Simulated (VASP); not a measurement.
Wanted: the native input for a VASP 6.6.1 run.

```yaml
Task: single point
Functional: PBE
Potentials_or_basis: VASP PAW PBE potentials, release 64 (Bi_d)
Cutoff: 520 eV
k_mesh: 6 × 6 × 6
Occupations: fermi-dirac, width 0.1 eV
Spin: no spin polarisation
Dipole_correction: no
Further_INCAR_settings: ALGO = Normal; EDIFF = 1e-06; NBANDS = 22
```

The structure of Bi lies in POSCAR:

```
Bi
1.0
    0.0000000000      3.3939342246      3.3939342246
    3.3939342246      0.0000000000      3.3939342246
    3.3939342246      3.3939342246      0.0000000000
Bi
2
Direct
    0.0000000000      0.0000000000      0.0000000000
    0.2500000000      0.2500000000      0.2500000000
```

One way to write it, as run:

INCAR

```
SYSTEM = Bi
PREC = Accurate ; ENCUT = 520
EDIFF = 1E-6 ; ISMEAR = -1
SIGMA = 0.1 ; LREAL = .FALSE.
LASPH = .TRUE. ; NELM = 60
ALGO = Normal ; ISIF = 2
LWAVE = .FALSE. ; LCHARG = .FALSE.
GGA = PE ; NBANDS = 22
```

KPOINTS

```
regular mesh
0
G
  6 6 6
  0 0 0
```

Potentials or basis: VASP PAW PBE potentials, release 64 (Bi_d).

Run with:

```console
$ cat potpaw_PBE.64/Bi_d/POTCAR > POTCAR
$ mpirun -np 1 vasp_std > vasp.out
```

It gave:

```yaml
Pressure: 9.9 GPa
Band_gap_on_the_k_mesh: zero (band 15 reaches 5.97 eV, above the bottom of band 16 at 4.95 eV)
```

Caveat: spin-orbit coupling is left out, which moves the levels of the heavy elements.

It took 22 s on 1 thread of Intel(R) Xeon(R) Platinum 8259CL CPU @ 2.50GHz (Skylake/Cascade Lake) (shared host), peak memory 0.2 GiB.
